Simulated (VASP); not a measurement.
# Be (Fd-3m) in VASP: notebook

The runs below take Be through single point, with r2SCAN.

Everything below comes from runs of VASP 6.6.1. Logs are shortened: lines on timing, memory, paths and dates and some standing lists are left out, and cuts for length are marked.

## (1) The cell of the first run

Symmetry: Fd-3m, No. 227, cubic system. The conventional cell has a = 4.726 Å, b = 4.726 Å, c = 4.726 Å, α = 90.00°, β = 90.00°, γ = 90.00°. Be (site symmetry -43m) has 4 Be at 2.05 Å within 2.7 Å.

## (2) Single point, r2SCAN (volume scaled by 0.88)

POSCAR reads:

```
Be
1.0
    0.0000000000      2.3631193515      2.3631193515
    2.3631193515      0.0000000000      2.3631193515
    2.3631193515      2.3631193515      0.0000000000
Be
2
Direct
    0.1250000000      0.1250000000      0.1250000000
    0.8750000000      0.8750000000      0.8750000000
```

INCAR.step1 reads:

```
SYSTEM = Be
ALGO = Normal ; EDIFF = 1E-4
ENCUT = 520 ; GGA = PE
ISMEAR = -1 ; LASPH = .True.
LCHARG = .False. ; LREAL = .False.
LWAVE = .True. ; NBANDS = 9
NELM = 60 ; PREC = Accurate
SIGMA = 0.1
```

INCAR.step2 reads:

```
SYSTEM = Be
ALGO = Normal ; EDIFF = 1E-6
ENCUT = 520 ; ISIF = 2
ISMEAR = -1 ; ISTART = 1
LASPH = .True. ; LCHARG = .False.
LMIXTAU = .True. ; LREAL = .False.
LWAVE = .False. ; METAGGA = R2SCAN
NBANDS = 9 ; NELM = 60
PREC = Accurate ; SIGMA = 0.1
```

KPOINTS reads:

```
k-points
0
Gamma
  12 12 12
  0 0 0
```

Potentials or basis: VASP PAW PBE potentials, release 64 (Be).

On the command line:

```console
> cat potpaw_PBE.64/Be/POTCAR > POTCAR
> cp INCAR.step1 INCAR
> mpirun -np 1 vasp_std > vasp.out
> cp INCAR.step2 INCAR
> mpirun -np 1 vasp_std > vasp.out
```

OUTCAR:

```text
SYSTEM = Be
   EDIFF = 1E-6
   ENCUT = 520
   ISIF = 2
   ISMEAR = -1
   ISTART = 1
   LASPH = .True.
   LREAL = .False.
   METAGGA = R2SCAN
   NELM = 60
   PREC = Accurate

 ion  position               nearest neighbor table
   1  0.125  0.125  0.125-   2 2.05   2 2.05   2 2.05   2 2.05
   2  0.875  0.875  0.875-   1 2.05   1 2.05   1 2.05   1 2.05

  LATTYP: Found a face centered cubic cell.
 ALAT       =     4.7262387030

  Lattice vectors:

 A1 = (   0.0000000000,   2.3631193515,   2.3631193515)
 A2 = (   2.3631193515,   0.0000000000,   2.3631193515)
 A3 = (   2.3631193515,   2.3631193515,   0.0000000000)

Analysis of symmetry for initial positions (statically):
=====================================================================
 Subroutine PRICEL returns:
 Original cell was already a primitive cell.

 Routine SETGRP: Setting up the symmetry group for a
 face centered cubic supercell.

 Subroutine GETGRP returns: Found 48 space group operations
 (whereof 12 operations were pure point group operations)
 out of a pool of 48 trial point group operations.

The static configuration has the point symmetry D_3d.
 The point group associated with its full space group is O_h .

Analysis of symmetry for dynamics (positions and initial velocities):
=====================================================================
 Subroutine PRICEL returns:
 Original cell was already a primitive cell.

 Routine SETGRP: Setting up the symmetry group for a
 face centered cubic supercell.

 Subroutine GETGRP returns: Found 48 space group operations
 (whereof 12 operations were pure point group operations)
 out of a pool of 48 trial point group operations.

The dynamic configuration has the point symmetry D_3d.
 The point group associated with its full space group is O_h .

 Subroutine INISYM returns: Found 48 space group operations
 (whereof 12 operations are pure point group operations),
 and found     1 'primitive' translations

----------------------------------------------------------------------------------------

                                     Primitive cell

  volume of cell :      26.3929

  direct lattice vectors                    reciprocal lattice vectors
     0.000000000  2.363119351  2.363119351    -0.211584743  0.211584743  0.211584743
     2.363119351  0.000000000  2.363119351     0.211584743 -0.211584743  0.211584743
     2.363119351  2.363119351  0.000000000     0.211584743  0.211584743 -0.211584743

  length of vectors
     3.341955436  3.341955436  3.341955436     0.366475524  0.366475524  0.366475524

  position of ions in fractional coordinates (direct lattice)
     0.125000000  0.125000000  0.125000000
     0.875000000  0.875000000  0.875000000

  ion indices of the primitive-cell ions
   primitive index   ion index
                 1           1
                 2           2

----------------------------------------------------------------------------------------

 KPOINTS: k-points

Automatic generation of k-mesh.
 Grid dimensions read from file:
 generate k-points for:   12   12   12

 Generating k-lattice:

  Cartesian coordinates                     Fractional coordinates (reciprocal lattice)
    -0.017632062  0.017632062  0.017632062     0.083333333  0.000000000  0.000000000
     0.017632062 -0.017632062  0.017632062     0.000000000  0.083333333  0.000000000
     0.017632062  0.017632062 -0.017632062     0.000000000  0.000000000  0.083333333

  Length of vectors
     0.030539627  0.030539627  0.030539627

  Shift w.r.t. Gamma in fractional coordinates (k-lattice)
     0.000000000  0.000000000  0.000000000

 Subroutine IBZKPT returns following result:
 ===========================================

 Found     72 irreducible k-points:

 Following reciprocal coordinates:
            Coordinates               Weight
  0.000000  0.000000  0.000000      1.000000
  0.083333  0.000000  0.000000      8.000000
  0.166667  0.000000  0.000000      8.000000
  0.250000  0.000000  0.000000      8.000000
  0.333333  0.000000  0.000000      8.000000
  0.416667  0.000000  0.000000      8.000000
[... 16 lines left out ...]
  0.500000  0.166667  0.000000     24.000000
 -0.416667  0.166667  0.000000     24.000000
 [... further k-points ...]
   k-points           NKPTS =     72   k-points in BZ     NKDIM =     72   number of bands    NBANDS=      9
   number of dos      NEDOS =    301   number of ions     NIONS =      2
   total plane-waves  NPLWV =  21952
   dimension x,y,z NGX =    28 NGY =   28 NGZ =   28
   dimension x,y,z NGXF=    56 NGYF=   56 NGZF=   56
   ions per type =               2
   NGX,Y,Z   is equivalent  to a cutoff of  13.93, 13.93, 13.93 a.u.
   NGXF,Y,Z  is equivalent  to a cutoff of  27.86, 27.86, 27.86 a.u.
 SYSTEM =  Be
   PREC   = accura    normal or accurate (medium, high low for compatibility)
   ISTART =      1    job   : 0-new  1-cont  2-samecut
   ICHARG =      0    charge: 1-file 2-atom 10-const
   ISPIN  =      1    spin polarized calculation?
   LNONCOLLINEAR =      F non collinear calculations
   LSORBIT =      F    spin-orbit coupling
   LASPH  =      T    aspherical Exc in radial PAW
   ENCUT  =  520.0 eV  38.22 Ry    6.18 a.u.   6.21  6.21  6.21*2*pi/ulx,y,z
   NELM   =     60;   NELMIN=  2; NELMDL=  0     # of ELM steps
   EDIFF  = 0.1E-05   stopping-criterion for ELM
   LREAL  =      F    real-space projection
   EDIFFG = 0.1E-04   stopping-criterion for IOM
   NSW    =      0    number of steps for IOM
   IBRION =     -1    ionic relax: 0-MD 1-quasi-New 2-CG
   NFREE  =      0    steps in history (QN), initial steepest desc. (CG)
   ISIF   =      2    stress and relaxation
   ISYM   =      2    0-nonsym 1-usesym 2-fastsym
   POTIM  = 0.5000    time-step for ionic-motion
   TEBEG  =    0.0;   TEEND  =   0.0 temperature during run
   PSTRESS=    0.0 pullay stress
   NELECT =       4.0000    total number of electrons
   NUPDOWN=      -1.0000    fix difference up-down
   EMIN   =  10.00;   EMAX   =-10.00  energy-range for DOS
   EFERMI =   0.00;   METHOD = LEGACY
   ISMEAR =    -1;   SIGMA  =   0.10  broadening in eV -4-tet -1-fermi 0-gaus
   EFERMI_NEDOS =   21; number of points for ismear=-14 and -15
   IALGO  =     38    algorithm
   IMIX   =      4    mixing-type and parameters
     AMIX     =   0.40;   BMIX     =  1.00
     AMIX_MAG =   1.60;   BMIX_MAG =  1.00
  volume/ion in A,a.u.               =      13.20        89.05
  Fermi-wavevector in a.u.,A,eV,Ry     =   0.872836  1.649420 10.365492  0.761842
  Thomas-Fermi vector in A             =   1.992141
   LORBIT       =      0    0 simple, 1 ext, 2 COOP (PROOUT), +10 PAW based schemes
   METAGGA = R2SCAN    functional components
   LHFCALC =     F    Hartree Fock is set to
   AEXX    =    0.0000 exact exchange contribution
   IVDW    =     0    specifies the selected vdW correction
   LEPSILON=     F    determine dielectric tensor
   LRPA    =     F    only Hartree local field effects (RPA)
 non-spin polarized calculation
  energy-cutoff  :      520.00
  volume of cell :       26.39
 maximum number of plane-waves:       725
 NGX is ok and might be reduce to    28
   NGX = 13   NGY = 13   NGZ = 13

 number of electron       4.0000000 magnetization

 Free energy of the ion-electron system (eV)
  ---------------------------------------------------
  ext. energy  EPLUGINS =         0.00000000
  ---------------------------------------------------
  free energy    TOTEN  =        -5.19648853 eV

  energy without entropy =       -5.16601367  energy(sigma->0) =       -5.18125110

 E-fermi :   2.4347     XC(G=0):  -9.3249

 val. band max:        2.4339753039   @ k =  -0.3333   0.4167   0.1667
 cond. band min:       2.5123180982   @ k =  -0.4167   0.3333   0.1667
 fundamental gap:      0.0783427943
 Fermi energy:         2.4347155537

 k-point     1 :       0.0000    0.0000    0.0000
  band No.  band energies     occupation
      1      -5.9567      2.00000
      2       8.0640      0.00000
      3       8.0640      0.00000
      4       8.0640      0.00000
      5      10.7074      0.00000
      6      10.7074      0.00000
      7      10.7074      0.00000
      8      19.0937      0.00000
      9      19.4254      0.00000

 k-point     2 :       0.0833    0.0000    0.0000
  band No.  band energies     occupation
      1      -5.8367      2.00000
      2       7.0362      0.00000
      3       7.7679      0.00000
      4       7.7679      0.00000
      5      11.0889      0.00000
      6      11.0889      0.00000
      7      11.4938      0.00000
      8      18.6213      0.00000
      9      19.4079      0.00000

 k-point     3 :       0.1667    0.0000    0.0000
  band No.  band energies     occupation
      1      -5.4770      2.00000
      2       5.2185      0.00000
      3       7.2075      0.00000
      4       7.2075      0.00000
      5      11.7927      0.00000
      6      11.7927      0.00000
      7      12.6282      0.00000
      8      17.8094      0.00000
      9      18.4133      0.00000

 k-point     4 :       0.2500    0.0000    0.0000
  band No.  band energies     occupation
      1      -4.8793      2.00000
      2       3.3102      0.00032
      3       6.6895      0.00000
      4       6.6895      0.00000
      5      12.2197      0.00000
      6      12.2197      0.00000
      7      13.5306      0.00000
      8      17.0859      0.00000
      9      18.4153      0.00000
[... 205 lines left out ...]
 k-point    22 :       0.4167    0.1667    0.0000
  band No.  band energies     occupation
      1      -3.2951      2.00000
      2       1.2457      1.99999
      3       4.8869      0.00000
      4       5.0834      0.00000
      5      10.8618      0.00000
      6      14.3354      0.00000
      7      14.3638      0.00000
      8      16.2583      0.00000
      9      20.1157      0.00000

 k-point    23 :       0.5000    0.1667    0.0000
  band No.  band energies     occupation
      1      -2.1629      2.00000
      2      -0.3351      2.00000
      3       4.5222      0.00000
      4       4.9899      0.00000
      5      10.9455      0.00000
      6      13.9224      0.00000
      7      15.3653      0.00000
      8      17.0113      0.00000
      9      19.8122      0.00000

 k-point    24 :      -0.4167    0.1667    0.0000
  band No.  band energies     occupation
      1      -1.7438      2.00000
      2      -0.8156      2.00000
      3       4.1282      0.00000
      4       5.3050      0.00000
      5      11.2261      0.00000
      6      13.5329      0.00000
      7      15.7338      0.00000
      8      17.7131      0.00000
      9      19.7911      0.00000

 [... further k-points ...]
[... 5 lines left out ...]
  --------------------------------------------------------------------------------------
  -------------------------------------------------------------------------------------
  Total        1.1198498      1.1198498      1.1198498      0.0000000      0.0000000     -0.0000000
  in kB       67.9803471     67.9803471     67.9803471      0.0000000      0.0000000     -0.0000000
  external PRESSURE =      67.9803471 kB  Pullay stress =       0.0000000 kB

 VOLUME and BASIS-vectors are now :
 -----------------------------------------------------------------------------
  energy-cutoff  :      520.00
  volume of cell :       26.39
      direct lattice vectors                 reciprocal lattice vectors
     0.000000000  2.363119351  2.363119351    -0.211584743  0.211584743  0.211584743
     2.363119351  0.000000000  2.363119351     0.211584743 -0.211584743  0.211584743
     2.363119351  2.363119351  0.000000000     0.211584743  0.211584743 -0.211584743

 POSITION                                       TOTAL-FORCE (eV/Angst)
 -----------------------------------------------------------------------------------
      0.59078      0.59078      0.59078        -0.000000      0.000000      0.000000
      4.13546      4.13546      4.13546         0.000000     -0.000000     -0.000000
 -----------------------------------------------------------------------------------
    total drift:                               -0.000000     -0.000000     -0.000000

  FREE ENERGIE OF THE ION-ELECTRON SYSTEM (eV)
  ---------------------------------------------------
  free  energy   TOTEN  =        -5.1964885334 eV

  energy  without entropy=       -5.1660136728  energy(sigma->0) =       -5.18125110
```

Wall time 56 s (1 thread of Intel Xeon 6975P-C (Granite Rapids), shared host); peak memory 0.16 GiB.

What came out:

```yaml
Free_energy: -5.1965 eV
Pressure: 6.8 GPa
Band_gap_on_the_k_mesh: zero (band 2 reaches 8.06 eV, above the bottom of band 3 at 0.70 eV)
```

Levels at points of the mesh, in eV from the Fermi level:
| k point | band 1 | band 2 | band 3 | band 4 | band 5 | band 6 | band 7 |
| --- | --- | --- | --- | --- | --- | --- | --- |
| (0.00, 0.00, 0.00) | -8.39 | 5.63 | 5.63 | 5.63 | 8.27 | 8.27 | 8.27 |
| (0.50, 0.00, 0.00) | -4.14 | -4.13 | 3.56 | 3.56 | 9.48 | 9.48 | 12.26 |
| (0.50, 0.50, 0.00) | -2.74 | -2.74 | 0.80 | 0.80 | 7.08 | 7.08 | 17.86 |

Caveat: the PAW data sets were made with another functional, which shifts forces and pressure a little.

(Part 1 of 2 ends here.)
